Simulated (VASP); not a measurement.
# Ca3B (P6_3/mmc) in VASP: a series of runs

Runs on Ca3B. Level: PBE. Tasks: single point.

Everything below comes from runs of VASP 6.6.1. Logs are shortened: lines on timing, memory, paths and dates and some standing lists are left out, and cuts for length are marked.

### Step 1. The cell of the first run

Symmetry: P6_3/mmc, No. 194, hexagonal system. Conventional cell: a = 9.125 Å, b = 9.125 Å, c = 3.723 Å, α = 90.00°, β = 90.00°, γ = 120.00°. Ca (site symmetry mm2) has 2 B at 2.68 Å and 2 Ca at 3.35 Å within 3.5 Å. Within 3.5 Å of B (site symmetry -6m2) lie 6 Ca at 2.68 Å.

### Step 2. Single point, PBE

INCAR reads:

```
SYSTEM = Ca3B
PREC = Accurate ; ENCUT = 520
EDIFF = 1E-6 ; ISMEAR = 0
SIGMA = 0.1 ; LREAL = .False.
LASPH = .True. ; NELM = 60
ALGO = Fast ; ISIF = 2
LWAVE = .False. ; LCHARG = .True.
GGA = PE ; LELF = .True.
LVHAR = .True. ; NBANDS = 43
```

KPOINTS reads:

```
Automatic mesh
0
Gamma
  3 3 4
  0 0 0
```

POSCAR reads:

```
Ca3B
1.0
    9.1245174138      0.0000000000      0.0000000000
   -4.5622587069      7.9020638776      0.0000000000
    0.0000000000      0.0000000000      3.7232781327
Ca B
6 2
Direct
    0.7889215945      0.5778431891      0.2500000000
    0.2110784055      0.7889215945      0.7500000000
    0.4221568109      0.2110784055      0.2500000000
    0.2110784055      0.4221568109      0.7500000000
    0.7889215945      0.2110784055      0.2500000000
    0.5778431891      0.7889215945      0.7500000000
    0.3333333333      0.6666666667      0.2500000000
    0.6666666667      0.3333333333      0.7500000000
```

Potentials or basis: VASP PAW PBE potentials, release 64 (Ca_sv, B).

The run is started by

```
$ cat potpaw_PBE.64/Ca_sv/POTCAR potpaw_PBE.64/B/POTCAR > POTCAR
$ mpirun -np 1 vasp_std > vasp.out
```

OUTCAR:

```text
SYSTEM = Ca3B
   PREC = Accurate
   ENCUT = 520
   EDIFF = 1E-6
   ISMEAR = 0
   LREAL = .False.
   LASPH = .True.
   NELM = 60
   ISIF = 2
   GGA = PE

 ion  position               nearest neighbor table
   1  0.789  0.578  0.250-
   2  0.211  0.789  0.750-
   3  0.422  0.211  0.250-
   4  0.211  0.422  0.750-
   5  0.789  0.211  0.250-
   6  0.578  0.789  0.750-
   7  0.333  0.667  0.250-
   8  0.667  0.333  0.750-

  LATTYP: Found a hexagonal cell.
 ALAT       =     9.1245174138
 C/A-ratio  =     0.4080520606

  Lattice vectors:

 A1 = (   9.1245174138,   0.0000000000,   0.0000000000)
 A2 = (  -4.5622587069,   7.9020638776,   0.0000000000)
 A3 = (   0.0000000000,   0.0000000000,   3.7232781327)

Analysis of symmetry for initial positions (statically):
=====================================================================
 Subroutine PRICEL returns:
 Original cell was already a primitive cell.

 Routine SETGRP: Setting up the symmetry group for a
 hexagonal supercell.

 Subroutine GETGRP returns: Found 24 space group operations
 (whereof 12 operations were pure point group operations)
 out of a pool of 24 trial point group operations.

The static configuration has the point symmetry D_3d.
 The point group associated with its full space group is D_6h.

Analysis of symmetry for dynamics (positions and initial velocities):
=====================================================================
 Subroutine PRICEL returns:
 Original cell was already a primitive cell.

 Routine SETGRP: Setting up the symmetry group for a
 hexagonal supercell.

 Subroutine GETGRP returns: Found 24 space group operations
 (whereof 12 operations were pure point group operations)
 out of a pool of 24 trial point group operations.

The dynamic configuration has the point symmetry D_3d.
 The point group associated with its full space group is D_6h.

 Subroutine INISYM returns: Found 24 space group operations
 (whereof 12 operations are pure point group operations),
 and found     1 'primitive' translations

[... 90 lines left out ...]
   EDIFF  = 0.1E-05   stopping-criterion for ELM
   LREAL  =      F    real-space projection
   EDIFFG = 0.1E-04   stopping-criterion for IOM
   NSW    =      0    number of steps for IOM
   IBRION =     -1    ionic relax: 0-MD 1-quasi-New 2-CG
   NFREE  =      0    steps in history (QN), initial steepest desc. (CG)
   ISIF   =      2    stress and relaxation
   ISYM   =      2    0-nonsym 1-usesym 2-fastsym
   POTIM  = 0.5000    time-step for ionic-motion
   TEBEG  =    0.0;   TEEND  =   0.0 temperature during run
   PSTRESS=    0.0 pullay stress
   NELECT =      66.0000    total number of electrons
   NUPDOWN=      -1.0000    fix difference up-down
   EMIN   =  10.00;   EMAX   =-10.00  energy-range for DOS
   EFERMI =   0.00;   METHOD = LEGACY
   ISMEAR =     0;   SIGMA  =   0.10  broadening in eV -4-tet -1-fermi 0-gaus
   EFERMI_NEDOS =   21; number of points for ismear=-14 and -15
   IALGO  =     68    algorithm
   IMIX   =      4    mixing-type and parameters
     AMIX     =   0.40;   BMIX     =  1.00
     AMIX_MAG =   1.60;   BMIX_MAG =  1.00
  volume/ion in A,a.u.               =      33.56       226.46
  Fermi-wavevector in a.u.,A,eV,Ry     =   1.025567  1.938041 14.310449  1.051788
  Thomas-Fermi vector in A             =   2.159414
   LORBIT       =      0    0 simple, 1 ext, 2 COOP (PROOUT), +10 PAW based schemes
   GGA     = PE    functional components
   LHFCALC =     F    Hartree Fock is set to
   AEXX    =    0.0000 exact exchange contribution
   IVDW    =     0    specifies the selected vdW correction
   LEPSILON=     F    determine dielectric tensor
   LRPA    =     F    only Hartree local field effects (RPA)
 non-spin polarized calculation
 RMM-DIIS sequential band-by-band and
 Gauss-broadening in eV      SIGMA  =   0.10
  energy-cutoff  :      520.00
  volume of cell :      268.46
 maximum number of plane-waves:      7296
 NGX is ok and might be reduce to    70
   NGX = 33   NGY = 33   NGZ = 13

 number of electron      65.9999997 magnetization

 Free energy of the ion-electron system (eV)
  ---------------------------------------------------
  ext. energy  EPLUGINS =         0.00000000
  ---------------------------------------------------
  free energy    TOTEN  =       -21.58390549 eV

  energy without entropy =      -21.55548591  energy(sigma->0) =      -21.56969570

 E-fermi :   1.8691     XC(G=0):  -7.8219

 val. band max:        1.7482999726   @ k =   0.3333   0.0000   0.2500
 cond. band min:       1.8894734998   @ k =   0.3333   0.0000   0.5000
 fundamental gap:      0.1411735272
 Fermi energy:         1.8690663899

 k-point     1 :       0.0000    0.0000    0.0000
  band No.  band energies     occupation
      1     -39.5252      2.00000
      2     -39.5119      2.00000
      3     -39.4974      2.00000
      4     -39.4974      2.00000
      5     -39.4911      2.00000
      6     -39.4910      2.00000
[... 403 lines left out ...]
     42       3.4114      0.00000
     43       3.7751      0.00000

------------------------ aborting loop because EDIFF is reached ----------------------------------------

  FORCE on cell =-STRESS in cart. coord.  units (eV):
  Direction    XX          YY          ZZ          XY          YZ          ZX
  --------------------------------------------------------------------------------------
  -------------------------------------------------------------------------------------
  Total        0.6540123      0.6540123      0.2271903      0.0000000     -0.0000000      0.0000000
  in kB        3.9031982      3.9031982      1.3558900      0.0000000     -0.0000000      0.0000000
  external PRESSURE =       3.0540955 kB  Pullay stress =       0.0000000 kB

 VOLUME and BASIS-vectors are now :
 -----------------------------------------------------------------------------
  energy-cutoff  :      520.00
  volume of cell :      268.46
      direct lattice vectors                 reciprocal lattice vectors
     9.124517414  0.000000000  0.000000000     0.109594837  0.063274609  0.000000000
    -4.562258707  7.902063878  0.000000000     0.000000000  0.126549217  0.000000000
     0.000000000  0.000000000  3.723278133     0.000000000  0.000000000  0.268580526

 POSITION                                       TOTAL-FORCE (eV/Angst)
 -----------------------------------------------------------------------------------
      4.56226      4.56615      0.93082        -0.000000      0.025636      0.000000
     -1.67328      6.23411      2.79246        -0.022201      0.012818      0.000000
      2.88898      1.66796      0.93082        -0.022201     -0.012818      0.000000
      0.00000      3.33591      2.79246        -0.000000     -0.025636     -0.000000
      6.23553      1.66796      0.93082         0.022201     -0.012818     -0.000000
      1.67328      6.23411      2.79246         0.022201      0.012818     -0.000000
     -0.00000      5.26804      0.93082        -0.000000      0.000000     -0.000000
      4.56226      2.63402      2.79246        -0.000000     -0.000000     -0.000000
 -----------------------------------------------------------------------------------
    total drift:                               -0.000000      0.000000      0.000000

  FREE ENERGIE OF THE ION-ELECTRON SYSTEM (eV)
  ---------------------------------------------------
  free  energy   TOTEN  =       -21.5839054939 eV

  energy  without entropy=      -21.5554859132  energy(sigma->0) =      -21.56969570
```

Wall time 3.2 min (1 thread of Intel Xeon 6975P-C (Granite Rapids), shared host); peak memory 0.4 GiB.

Results:

- Free energy: -21.5839 eV
- Pressure: 0.3 GPa
- Largest force: 0.026 eV/Å
- Band gap on the k mesh: zero (band 33 reaches 2.19 eV, above the bottom of band 34 at 1.75 eV)

Forces in eV/Å, atoms in the order of the input:
```
Ca   0.000  0.026  0.000
Ca  -0.022  0.013  0.000
Ca  -0.022 -0.013  0.000
Ca   0.000 -0.026  0.000
Ca   0.022 -0.013  0.000
Ca   0.022  0.013  0.000
B    0.000  0.000  0.000
B    0.000  0.000  0.000
```

Stress tensor (GPa, compression positive):
```
0.39 0.00 0.00
0.00 0.39 0.00
0.00 0.00 0.14
```

Levels at points of the mesh, in eV from the Fermi level:
| k point | band 28 | band 29 | band 30 | band 31 | band 32 | band 33 | band 34 | band 35 | band 36 | band 37 |
| --- | --- | --- | --- | --- | --- | --- | --- | --- | --- | --- |
| (0.00, 0.00, 0.00) | -2.04 | -1.95 | -1.95 | -1.91 | 0.28 | 0.32 | 0.44 | 0.75 | 0.75 | 1.04 |
| (0.00, 0.00, 0.50) | -1.90 | -0.73 | -0.73 | -0.73 | -0.73 | 0.08 | 0.08 | 0.69 | 0.69 | 0.69 |

Caveat: the k points lie up to 0.42 Å⁻¹ apart.

### Step 3. Single point, PBE

This run uses another cell than the first one, of 33.67 Å³/atom, 1.003 times its volume.

INCAR reads:

```
PREC = Accurate ; ENCUT = 520
EDIFF = 1E-6 ; ISMEAR = 0
SIGMA = 0.1 ; LREAL = F
LASPH = T ; NELM = 100
ALGO = Fast ; ISIF = 2
LWAVE = F ; LCHARG = T
GGA = PE ; LELF = T
LVHAR = T ; NBANDS = 43
```

KPOINTS reads:

```
regular mesh
0
Gamma
  6 3 3
```

POSCAR reads:

```
Ca3B
1.0
    0.0000000000      0.0000000000      3.7662395501
    9.0880757172      0.0000000000      0.0000000000
   -4.5440378586      7.8705044426      0.0000000000
Ca B
6 2
Direct
    0.2500000000      0.7886593705      0.5773187410
    0.7500000000      0.2113406295      0.7886593705
    0.2500000000      0.4226812590      0.2113406295
    0.7500000000      0.2113406295      0.4226812590
    0.2500000000      0.7886593705      0.2113406295
    0.7500000000      0.5773187410      0.7886593705
    0.2500000000      0.3333333333      0.6666666667
    0.7500000000      0.6666666667      0.3333333333
```

Potentials or basis: VASP PAW PBE potentials, release 64 (Ca_sv, B).

The run is started by

```
$ cat potpaw_PBE.64/Ca_sv/POTCAR potpaw_PBE.64/B/POTCAR > POTCAR
$ mpirun -np 1 vasp_std > vasp.out
```

Wall time 4.4 min (1 thread of Intel Xeon 6975P-C (Granite Rapids), shared host); peak memory 0.41 GiB.

It converged, with:

| Property | Result |
| --- | --- |
| Free energy | -21.5390 eV |
| Pressure | 0.1 GPa |
| Largest force | 0.041 eV/Å |
| Band gap on the k mesh | zero (band 33 reaches 2.14 eV, above the bottom of band 34 at 1.78 eV) |

Forces on the atoms (eV/Å):
```
Ca   0.000 -0.041  0.000
Ca   0.036 -0.021  0.000
Ca   0.036  0.021  0.000
Ca   0.000  0.041  0.000
Ca  -0.036  0.021  0.000
Ca  -0.036 -0.021  0.000
B    0.000  0.000  0.000
B    0.000  0.000  0.000
```

Stress tensor (GPa, compression positive):
```
-0.04  0.00  0.00
 0.00 -0.04  0.00
 0.00  0.00  0.32
```

Levels at points of the mesh, in eV from the Fermi level:
| k point | band 29 | band 30 | band 31 | band 32 | band 33 | band 34 | band 35 | band 36 | band 37 | band 38 |
| --- | --- | --- | --- | --- | --- | --- | --- | --- | --- | --- |
| (0.00, 0.00, 0.00) | -1.91 | -1.91 | -1.86 | 0.28 | 0.27 | 0.39 | 0.80 | 0.80 | 1.06 | 1.06 |
| (0.50, 0.00, 0.00) | -0.72 | -0.72 | -0.72 | -0.72 | 0.08 | 0.08 | 0.68 | 0.68 | 0.68 | 0.68 |
